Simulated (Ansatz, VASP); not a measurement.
ZnO5 in VASP and in Ansatz

File INCAR:

```
SYSTEM = ZnO5
PREC = Accurate ; ENCUT = 520
EDIFF = 1E-6 ; ISMEAR = 0
SIGMA = 0.1 ; LREAL = .False.
LASPH = .True. ; NELM = 150
ALGO = Normal ; ISIF = 2
LWAVE = .False. ; LCHARG = .True.
ISPIN = 2 ; MAGMOM = 0 1 1 1 1 1
LORBIT = 11 ; GGA = PE
LELF = .True. ; LVHAR = .True.
NBANDS = 34
```

The input KPOINTS:

```
regular mesh
0
Gamma
  6 6 6
  0 0 0
```

POSCAR

```
ZnO5
1.0
    0.0000000000      3.0427182000      3.0427182000
    3.0427182000      0.0000000000      3.0427182000
    3.0427182000      3.0427182000      0.0000000000
Zn O
1 5
Direct
    0.0000000000      0.0000000000      0.0000000000
    0.7500000000      0.7500000000      0.7500000000
    0.3759736600      0.3759736600      0.8720790100
    0.3759736600      0.8720790100      0.3759736600
    0.3759736600      0.3759736600      0.3759736600
    0.8720790100      0.3759736600      0.3759736600
```

Input for Ansatz:

```yaml
crystal:
  lattice:
    - [0.0, 3.0427182, 3.0427182]
    - [3.0427182, 0.0, 3.0427182]
    - [3.0427182, 3.0427182, 0.0]
  atoms:
    - { symbol: Zn, position: [0.0, 0.0, 0.0] }
    - { symbol: O, position: [0.75, 0.75, 0.75], spin: 1.0 }
    - { symbol: O, position: [0.37597366, 0.37597366, 0.87207901], spin: 1.0 }
    - { symbol: O, position: [0.37597366, 0.87207901, 0.37597366], spin: 1.0 }
    - { symbol: O, position: [0.37597366, 0.37597366, 0.37597366], spin: 1.0 }
    - { symbol: O, position: [0.87207901, 0.37597366, 0.37597366], spin: 1.0 }
basis:
  ecutwfc: 420
kpoints:
  mp_grid: { grid: [6, 6, 6] }
hamiltonian:
  xc: pbe
scf:
  occupations: { method: gaussian, width: 0.1 }
  lower_state_search: "off"
output:
  forces: true
  stress: true
  eigenvalues: true
  populations: true
magnetization:
  spin_polarized: true
```

Change from the starting cell: species swapped into the ErCu5 type (F-43m, No. 216).

Alike in both runs: task single point; functional PBE; k mesh 6 × 6 × 6; occupations gaussian, width 0.1 eV; collinear spin.

```csv
,VASP,Ansatz
version,VASP 6.6.1,Ansatz 0.2.0
potentials or method,"VASP PAW PBE potentials, release 64 (Zn, O), cutoff 520 eV","scalar-relativistic, plane waves, PAW"
valence electrons in the cell,42,42
```

VASP gave:

| Item | Value |
| --- | --- |
| gap on the k mesh at the Fermi level (eV) | none |
| pressure (GPa) | -1.3 |
| rms of the force components (eV/Å) | 0.036 |
| net moment per atom (μB) | 0.62 |
| size of the moment on the site where the two differ most (μB) | 1.28 |

Estimate Ansatz's values.

gap on the k mesh at the Fermi level (eV): none; pressure (GPa): -1.2; rms of the force components (eV/Å): 0.037; net moment per atom (μB): 0.62; size of the moment on the site where the two differ most (μB): 1.48.

Site moments also hang on the region over which each program counts them. Atom by atom the forces differ by 0.002 eV/Å (rms over components). A gap of «none» marks a metal or a gap that the smearing closes. The functional is the same, so the differences come from potentials, cutoffs and numerics.
